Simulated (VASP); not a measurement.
# C (Fd-3m) in VASP: notebook

The runs below take C through single point, with PBE.

Program: VASP 6.6.1. These are calculated values, not measurements. Logs are shortened: lines on timing, memory, paths and dates and some standing lists are left out, and cuts for length are marked.

## Step 1: The cell of the first run

Symmetry: Fd-3m, No. 227, cubic system. Conventional cell: a = 3.567 Å, b = 3.567 Å, c = 3.567 Å, α = 90.00°, β = 90.00°, γ = 90.00°. C (site symmetry -43m) has 4 C at 1.54 Å within 2.1 Å.

## Step 2: Single point, PBE

Input file INCAR:

```
PREC     = Accurate       # precision mode
ENCUT    = 520            # plane-wave cutoff, eV
EDIFF    = 1E-6           # SCF threshold, eV
ISMEAR   = 0              # smearing method
SIGMA    = 0.05           # smearing width, eV
LREAL    = False          # projectors in reciprocal space
LASPH    = True           # aspherical terms in the spheres
NELM     = 80             # most SCF steps
ALGO     = Normal         # electronic algorithm
ISIF     = 2              # what is computed and relaxed
LWAVE    = False          # write WAVECAR
LCHARG   = True           # write CHGCAR
GGA      = PE             # functional
LELF     = True           # ELF
LVHAR    = True         
NBANDS   = 11             # bands
```

Input file KPOINTS:

```
regular mesh
0
Gamma
  22 22 22
```

Input file POSCAR:

```
C
1.0
    0.0000000000      1.7833700000      1.7833700000
    1.7833700000      0.0000000000      1.7833700000
    1.7833700000      1.7833700000      0.0000000000
C
2
Direct
    0.0000000000      0.0000000000      0.0000000000
    0.2500000000      0.2500000000      0.2500000000
```

Potentials or basis: VASP PAW PBE potentials, release 64 (C).

On the command line:

```console
$ cat potpaw_PBE.64/C/POTCAR > POTCAR
$ mpirun -np 1 vasp_std > vasp.out
```

OUTCAR:

```text
PREC = Accurate
   ENCUT = 520
   EDIFF = 1E-6
   ISMEAR = 0
   LREAL = False
   LASPH = True
   NELM = 80
   ISIF = 2
   GGA = PE

 ion  position               nearest neighbor table
   1  0.000  0.000  0.000-   2 1.54   2 1.54   2 1.54   2 1.54
   2  0.250  0.250  0.250-   1 1.54   1 1.54   1 1.54   1 1.54

  LATTYP: Found a face centered cubic cell.
 ALAT       =     3.5667400000

  Lattice vectors:

 A1 = (   0.0000000000,   1.7833700000,   1.7833700000)
 A2 = (   1.7833700000,   0.0000000000,   1.7833700000)
 A3 = (   1.7833700000,   1.7833700000,   0.0000000000)

Analysis of symmetry for initial positions (statically):
=====================================================================
 Subroutine PRICEL returns:
 Original cell was already a primitive cell.

 Routine SETGRP: Setting up the symmetry group for a
 face centered cubic supercell.

 Subroutine GETGRP returns: Found 48 space group operations
 (whereof 24 operations were pure point group operations)
 out of a pool of 48 trial point group operations.

The static configuration has the point symmetry T_d .
 The point group associated with its full space group is O_h .

Analysis of symmetry for dynamics (positions and initial velocities):
=====================================================================
 Subroutine PRICEL returns:
 Original cell was already a primitive cell.

 Routine SETGRP: Setting up the symmetry group for a
 face centered cubic supercell.

 Subroutine GETGRP returns: Found 48 space group operations
 (whereof 24 operations were pure point group operations)
 out of a pool of 48 trial point group operations.

The dynamic configuration has the point symmetry T_d .
 The point group associated with its full space group is O_h .

 Subroutine INISYM returns: Found 48 space group operations
 (whereof 24 operations are pure point group operations),
 and found     1 'primitive' translations

----------------------------------------------------------------------------------------

                                     Primitive cell

  volume of cell :      11.3437

  direct lattice vectors                    reciprocal lattice vectors
     0.000000000  1.783370000  1.783370000    -0.280368067  0.280368067  0.280368067
     1.783370000  0.000000000  1.783370000     0.280368067 -0.280368067  0.280368067
     1.783370000  1.783370000  0.000000000     0.280368067  0.280368067 -0.280368067

  length of vectors
[... 84 lines left out ...]
   EDIFFG = 0.1E-04   stopping-criterion for IOM
   NSW    =      0    number of steps for IOM
   IBRION =     -1    ionic relax: 0-MD 1-quasi-New 2-CG
   NFREE  =      0    steps in history (QN), initial steepest desc. (CG)
   ISIF   =      2    stress and relaxation
   ISYM   =      2    0-nonsym 1-usesym 2-fastsym
   POTIM  = 0.5000    time-step for ionic-motion
   TEBEG  =    0.0;   TEEND  =   0.0 temperature during run
   PSTRESS=    0.0 pullay stress
   NELECT =       8.0000    total number of electrons
   NUPDOWN=      -1.0000    fix difference up-down
   EMIN   =  10.00;   EMAX   =-10.00  energy-range for DOS
   EFERMI =   0.00;   METHOD = LEGACY
   ISMEAR =     0;   SIGMA  =   0.05  broadening in eV -4-tet -1-fermi 0-gaus
   EFERMI_NEDOS =   21; number of points for ismear=-14 and -15
   IALGO  =     38    algorithm
   IMIX   =      4    mixing-type and parameters
     AMIX     =   0.40;   BMIX     =  1.00
     AMIX_MAG =   1.60;   BMIX_MAG =  1.00
  volume/ion in A,a.u.               =       5.67        38.28
  Fermi-wavevector in a.u.,A,eV,Ry     =   1.457203  2.753714 28.891161  2.123440
  Thomas-Fermi vector in A             =   2.574032
   LORBIT       =      0    0 simple, 1 ext, 2 COOP (PROOUT), +10 PAW based schemes
   GGA     = PE    functional components
   LHFCALC =     F    Hartree Fock is set to
   AEXX    =    0.0000 exact exchange contribution
   IVDW    =     0    specifies the selected vdW correction
   LEPSILON=     F    determine dielectric tensor
   LRPA    =     F    only Hartree local field effects (RPA)
 non-spin polarized calculation
 Gauss-broadening in eV      SIGMA  =   0.05
  energy-cutoff  :      520.00
  volume of cell :       11.34
 maximum number of plane-waves:       322
   NGX =  9   NGY =  9   NGZ =  9

 number of electron       7.9999999 magnetization

 Free energy of the ion-electron system (eV)
  ---------------------------------------------------
  ext. energy  EPLUGINS =         0.00000000
  ---------------------------------------------------
  free energy    TOTEN  =       -18.18525463 eV

  energy without entropy =      -18.18525463  energy(sigma->0) =      -18.18525463

 E-fermi :  10.0776     XC(G=0): -13.2509

 val. band max:        9.7301032901   @ k =   0.0000   0.0000   0.0000
 cond. band min:      13.8583378686   @ k =   0.3636   0.3636   0.0000
 fundamental gap:      4.1282345785
 Fermi energy:        10.0775777800

 k-point     1 :       0.0000    0.0000    0.0000
  band No.  band energies     occupation
      1     -11.7473      2.00000
      2       9.7301      2.00000
      3       9.7301      2.00000
      4       9.7301      2.00000
      5      15.3199      0.00000
      6      15.3199      0.00000
      7      15.3200      0.00000
      8      23.0620      0.00000
      9      29.0239      0.00000
     10      36.2645      0.00000
     11      36.2645      0.00000
[... 309 lines left out ...]
 k-point    24 :      -0.4545    0.0455    0.0000
  band No.  band energies     occupation
      1      -6.1577      2.00000
      2      -3.3223      2.00000
      3       6.6611      2.00000
      4       6.9126      2.00000
      5      18.1708      0.00000
      6      18.2953      0.00000
      7      18.7546      0.00000
      8      25.4158      0.00000
      9      31.3469      0.00000
     10      34.0101      0.00000
     11      35.0736      0.00000

 [... further k-points ...]
[... 5 lines left out ...]
  --------------------------------------------------------------------------------------
  -------------------------------------------------------------------------------------
  Total        0.1739454      0.1739454      0.1739454     -0.0000000      0.0000000     -0.0000000
  in kB       24.5679652     24.5679652     24.5679652     -0.0000000      0.0000000     -0.0000000
  external PRESSURE =      24.5679652 kB  Pullay stress =       0.0000000 kB

 VOLUME and BASIS-vectors are now :
 -----------------------------------------------------------------------------
  energy-cutoff  :      520.00
  volume of cell :       11.34
      direct lattice vectors                 reciprocal lattice vectors
     0.000000000  1.783370000  1.783370000    -0.280368067  0.280368067  0.280368067
     1.783370000  0.000000000  1.783370000     0.280368067 -0.280368067  0.280368067
     1.783370000  1.783370000  0.000000000     0.280368067  0.280368067 -0.280368067

 POSITION                                       TOTAL-FORCE (eV/Angst)
 -----------------------------------------------------------------------------------
      0.00000      0.00000      0.00000        -0.000000      0.000000      0.000000
      0.89168      0.89168      0.89168         0.000000      0.000000     -0.000000
 -----------------------------------------------------------------------------------
    total drift:                                0.000000      0.000000      0.000000

  FREE ENERGIE OF THE ION-ELECTRON SYSTEM (eV)
  ---------------------------------------------------
  free  energy   TOTEN  =       -18.1852546253 eV

  energy  without entropy=      -18.1852546253  energy(sigma->0) =      -18.18525463
```

Run time: 22 s. Hardware: 1 thread of Intel Xeon 6975P-C, shared host; peak memory 0.14 GiB.

Results:

| Item | Value |
| --- | --- |
| Free energy | -18.1853 eV |
| Pressure | 2.5 GPa |
| Band gap on the k mesh | 4.13 eV, indirect (least direct gap 5.59 eV) |

## Step 3: Single point, PBE

This run uses another cell than the first one, of 5.69 Å³/atom, 1.004 times its volume.

Input file INCAR:

```
  PREC = Accurate
  ENCUT = 520
  EDIFF = 1E-6
  ISMEAR = 0
  SIGMA = 0.05
  LREAL = F
  LASPH = T
  NELM = 80
  ALGO = Normal
  ISIF = 2
  LWAVE = F
  LCHARG = F
  GGA = PE
  NBANDS = 11
```

KPOINTS is that of step 2.

Input file POSCAR:

```
C
1.0
    0.0000000000      1.7857849565      1.7857849565
    1.7857849565      0.0000000000      1.7857849565
    1.7857849565      1.7857849565      0.0000000000
C
2
Direct
    0.0000000000      0.0000000000      0.0000000000
    0.2500000000      0.2500000000      0.2500000000
```

Potentials or basis: VASP PAW PBE potentials, release 64 (C).

On the command line:

```console
$ cat potpaw_PBE.64/C/POTCAR > POTCAR
$ mpirun -np 1 vasp_std > vasp.out
```

It took 31 s on 1 thread of Intel Xeon 6975P-C, shared host; peak memory 0.14 GiB.

It converged, with:

| Property | Result |
| --- | --- |
| Free energy | -18.1858 eV |
| Pressure | 0.7 GPa |
| Band gap on the k mesh | 4.12 eV, indirect (least direct gap 5.58 eV) |

Levels at points of the mesh, in eV from the valence-band top:
```
           k point  band 1  band 2  band 3  band 4  band 5  band 6  band 7  band 8  band 9
(0.00, 0.00, 0.00)  -21.42    0.00    0.00    0.00    5.58    5.58    5.58   13.24   19.24
(0.50, 0.00, 0.00)  -15.67  -13.33   -2.79   -2.79    8.44    8.44    8.79   15.66   21.84
(0.50, 0.50, 0.00)  -12.73  -12.73   -6.27   -6.27    4.75    4.75   16.75   16.75   23.16
```

A k mesh can miss the band edges. Expect the measured gap to be larger: semilocal functionals such as PBE lack the derivative discontinuity.

## Step 4: Single point, PBE

This run uses another cell than the first one, of 5.74 Å³/atom, 1.012 times its volume.

Input file INCAR:

```
SYSTEM = C
  PREC = Accurate
  ENCUT = 520
  EDIFF = 1E-6
  ISMEAR = 0
  SIGMA = 0.05
  LREAL = .FALSE.
  LASPH = .TRUE.
  NELM = 100
  ALGO = Normal
  ISIF = 2
  LWAVE = .FALSE.
  LCHARG = .FALSE.
  GGA = PE
  NBANDS = 11
```

Input file KPOINTS:

```
Automatic mesh
0
G
  22 22 22
  0 0 0
```

Input file POSCAR:

```
C
1.0
    0.0000000000      1.7903790706      1.7903790706
    1.7903790706      0.0000000000      1.7903790706
    1.7903790706      1.7903790706      0.0000000000
C
2
Direct
    0.0000000000      0.0000000000      0.0000000000
    0.2500000000      0.2500000000      0.2500000000
```

On the command line:

```console
$ cat potpaw_PBE.64/C/POTCAR > POTCAR
$ mpirun -np 1 vasp_std > vasp.out
```

Run time: 33 s. Hardware: 1 thread of Intel Xeon 6975P-C, shared host; peak memory 0.14 GiB.

The run converged. Its results:

| Quantity | Value |
| --- | --- |
| Free energy | -18.1853 eV |
| Pressure | -2.7 GPa |
| Band gap on the k mesh | 4.10 eV, indirect (least direct gap 5.56 eV) |

Levels at points of the mesh, in eV from the valence-band top:
```tsv
k point	band 1	band 2	band 3	band 4	band 5	band 6	band 7	band 8
(0.00, 0.00, 0.00)	-21.32	0.00	0.00	0.00	5.56	5.56	5.56	13.06
(0.50, 0.00, 0.00)	-15.61	-13.24	-2.77	-2.77	8.41	8.41	8.69	15.59
(0.50, 0.50, 0.00)	-12.68	-12.68	-6.23	-6.23	4.73	4.73	16.63	16.63
```

A k mesh can miss the band edges. A hybrid or GW would open this gap; PBE tends to underestimate it.

## Step 5: Single point, PBE (volume scaled by 1.040)

Input file INCAR:

```
SYSTEM = C
ALGO = Normal ; EDIFF = 1E-7
ENCUT = 520 ; GGA = PE
ISIF = 2 ; ISMEAR = 0
LASPH = .True. ; LCHARG = .False.
LREAL = .False. ; LWAVE = .False.
NBANDS = 11 ; NELM = 80
PREC = Accurate ; SIGMA = 0.05
```

Input file KPOINTS:

```
k-points
0
Gamma
  22 22 22
  0 0 0
```

Input file POSCAR:

```
C
1.0
    0.0000000000      1.8092848219      1.8092848219
    1.8092848219      0.0000000000      1.8092848219
    1.8092848219      1.8092848219      0.0000000000
C
2
Direct
    0.0000000000      0.0000000000      0.0000000000
    0.2500000000      0.2500000000      0.2500000000
```

Potentials or basis: VASP PAW PBE potentials, release 64 (C).

On the command line:

```console
$ cat potpaw_PBE.64/C/POTCAR > POTCAR
$ mpirun -np 1 vasp_std > vasp.out
```

OUTCAR:

```text
SYSTEM = C
   EDIFF = 1E-7
   ENCUT = 520
   GGA = PE
   ISIF = 2
   ISMEAR = 0
   LASPH = .True.
   LREAL = .False.
   NELM = 80
   PREC = Accurate

 ion  position               nearest neighbor table
   1  0.000  0.000  0.000-   2 1.57   2 1.57   2 1.57   2 1.57
   2  0.250  0.250  0.250-   1 1.57   1 1.57   1 1.57   1 1.57

  LATTYP: Found a face centered cubic cell.
 ALAT       =     3.6185696438

  Lattice vectors:

 A1 = (   0.0000000000,   1.8092848219,   1.8092848219)
 A2 = (   1.8092848219,   0.0000000000,   1.8092848219)
 A3 = (   1.8092848219,   1.8092848219,   0.0000000000)

Analysis of symmetry for initial positions (statically):
=====================================================================
 Subroutine PRICEL returns:
 Original cell was already a primitive cell.

 Routine SETGRP: Setting up the symmetry group for a
 face centered cubic supercell.

 Subroutine GETGRP returns: Found 48 space group operations
 (whereof 24 operations were pure point group operations)
 out of a pool of 48 trial point group operations.

The static configuration has the point symmetry T_d .
 The point group associated with its full space group is O_h .

Analysis of symmetry for dynamics (positions and initial velocities):
=====================================================================
 Subroutine PRICEL returns:
 Original cell was already a primitive cell.

 Routine SETGRP: Setting up the symmetry group for a
 face centered cubic supercell.

 Subroutine GETGRP returns: Found 48 space group operations
 (whereof 24 operations were pure point group operations)
 out of a pool of 48 trial point group operations.

The dynamic configuration has the point symmetry T_d .
 The point group associated with its full space group is O_h .

 Subroutine INISYM returns: Found 48 space group operations
 (whereof 24 operations are pure point group operations),
 and found     1 'primitive' translations

[... 117 lines left out ...]
  Thomas-Fermi vector in A             =   2.555531
   LORBIT       =      0    0 simple, 1 ext, 2 COOP (PROOUT), +10 PAW based schemes
   GGA     = PE    functional components
   LHFCALC =     F    Hartree Fock is set to
   AEXX    =    0.0000 exact exchange contribution
   IVDW    =     0    specifies the selected vdW correction
   LEPSILON=     F    determine dielectric tensor
   LRPA    =     F    only Hartree local field effects (RPA)
 non-spin polarized calculation
 Gauss-broadening in eV      SIGMA  =   0.05
  energy-cutoff  :      520.00
  volume of cell :       11.85
 maximum number of plane-waves:       332
   NGX =  9   NGY =  9   NGZ =  9

 number of electron       8.0000001 magnetization

 Free energy of the ion-electron system (eV)
  ---------------------------------------------------
  ext. energy  EPLUGINS =         0.00000000
  ---------------------------------------------------
  free energy    TOTEN  =       -18.16495754 eV

  energy without entropy =      -18.16495754  energy(sigma->0) =      -18.16495754

 E-fermi :   9.3024     XC(G=0): -13.0347

 val. band max:        9.1137383208   @ k =   0.0000   0.0000   0.0000
 cond. band min:      13.1475514494   @ k =   0.3636   0.3636   0.0000
 fundamental gap:      4.0338131287
 Fermi energy:         9.3024189318

 k-point     1 :       0.0000    0.0000    0.0000
  band No.  band energies     occupation
      1     -11.7904      2.00000
      2       9.1137      2.00000
      3       9.1137      2.00000
      4       9.1137      2.00000
      5      14.5849      0.00000
      6      14.5849      0.00000
      7      14.5849      0.00000
      8      21.4681      0.00000
      9      27.8643      0.00000
     10      35.1793      0.00000
     11      35.1793      0.00000
[... 309 lines left out ...]
 k-point    24 :      -0.4545    0.0455    0.0000
  band No.  band energies     occupation
      1      -6.4230      2.00000
      2      -3.4952      2.00000
      3       6.1611      2.00000
      4       6.4076      2.00000
      5      17.3363      0.00000
      6      17.4891      0.00000
      7      17.6001      0.00000
      8      24.3761      0.00000
      9      30.1287      0.00000
     10      32.6101      0.00000
     11      33.8981      0.00000

 [... further k-points ...]
[... 5 lines left out ...]
  --------------------------------------------------------------------------------------
  -------------------------------------------------------------------------------------
  Total       -1.1285685     -1.1285685     -1.1285685     -0.0000000     -0.0000000      0.0000000
  in kB     -152.6467890   -152.6467890   -152.6467890     -0.0000000     -0.0000000      0.0000000
  external PRESSURE =    -152.6467890 kB  Pullay stress =       0.0000000 kB

 VOLUME and BASIS-vectors are now :
 -----------------------------------------------------------------------------
  energy-cutoff  :      520.00
  volume of cell :       11.85
      direct lattice vectors                 reciprocal lattice vectors
     0.000000000  1.809284822  1.809284822    -0.276352288  0.276352288  0.276352288
     1.809284822  0.000000000  1.809284822     0.276352288 -0.276352288  0.276352288
     1.809284822  1.809284822  0.000000000     0.276352288  0.276352288 -0.276352288

 POSITION                                       TOTAL-FORCE (eV/Angst)
 -----------------------------------------------------------------------------------
      0.00000      0.00000      0.00000         0.000000      0.000000      0.000000
      0.90464      0.90464      0.90464        -0.000000     -0.000000     -0.000000
 -----------------------------------------------------------------------------------
    total drift:                                0.000000      0.000000      0.000000

  FREE ENERGIE OF THE ION-ELECTRON SYSTEM (eV)
  ---------------------------------------------------
  free  energy   TOTEN  =       -18.1649575448 eV

  energy  without entropy=      -18.1649575448  energy(sigma->0) =      -18.16495754
```

OSZICAR:

```text
N       E                     dE             d eps       ncg     rms          rms(c)
DAV:   1     0.465391482560E-01    0.46539E-01   -0.47820E+03  7451   0.716E+02
DAV:   2    -0.183455505307E+02   -0.18392E+02   -0.17719E+02  9343   0.121E+02
DAV:   3    -0.187222592750E+02   -0.37671E+00   -0.37576E+00  8497   0.133E+01
DAV:   4    -0.187229176443E+02   -0.65837E-03   -0.65836E-03  7727   0.695E-01
DAV:   5    -0.187229184803E+02   -0.83608E-06   -0.83610E-06  8317   0.233E-02    0.525E+00
DAV:   6    -0.183042094406E+02    0.41871E+00   -0.21869E-01  7417   0.326E+00    0.314E+00
DAV:   7    -0.181631851487E+02    0.14102E+00   -0.27192E-01  7786   0.368E+00    0.690E-01
DAV:   8    -0.181648921448E+02   -0.17070E-02   -0.78583E-03  7522   0.653E-01    0.422E-02
DAV:   9    -0.181649370396E+02   -0.44895E-04   -0.62453E-05  8818   0.635E-02    0.237E-02
DAV:  10    -0.181649574916E+02   -0.20452E-04   -0.16156E-05  7702   0.348E-02    0.524E-03
DAV:  11    -0.181649575448E+02   -0.53161E-07   -0.26041E-07  8793   0.452E-03
   1 F= -.18164958E+02 E0= -.18164958E+02  d E =-.519747E-11
```

Wall time 28 s (1 thread of Intel Xeon 6975P-C, shared host); peak memory 0.14 GiB.

Results:

```yaml
Free_energy: -18.1650 eV
Pressure: -15.3 GPa
Band_gap_on_the_k_mesh: 4.03 eV, indirect (least direct gap 5.47 eV)
```

Caveat: the cell differs from its parent crystal (volume scaled by 1.040).

## Step 6: The runs side by side

```csv
cell,gap on the mesh (eV),pressure (GPa)
"a = 2.522 Å, angles 60.0°, 2 atoms",4.13,2.5
"a = 2.525 Å, angles 60.0°, 2 atoms",4.12,0.7
"a = 2.532 Å, angles 60.0°, 2 atoms",4.10,-2.7
"a = 2.559 Å, angles 60.0°, 2 atoms",4.03,-15.3
```

Alike in all rows: task single point; level PBE; potentials or basis VASP PAW PBE potentials, release 64 (C); no spin polarisation; k mesh 22 × 22 × 22; cutoff (eV) 520; smearing gaussian 0.05 eV.

Total energies depend on the potentials used, so only differences within one code and one set of settings carry meaning.
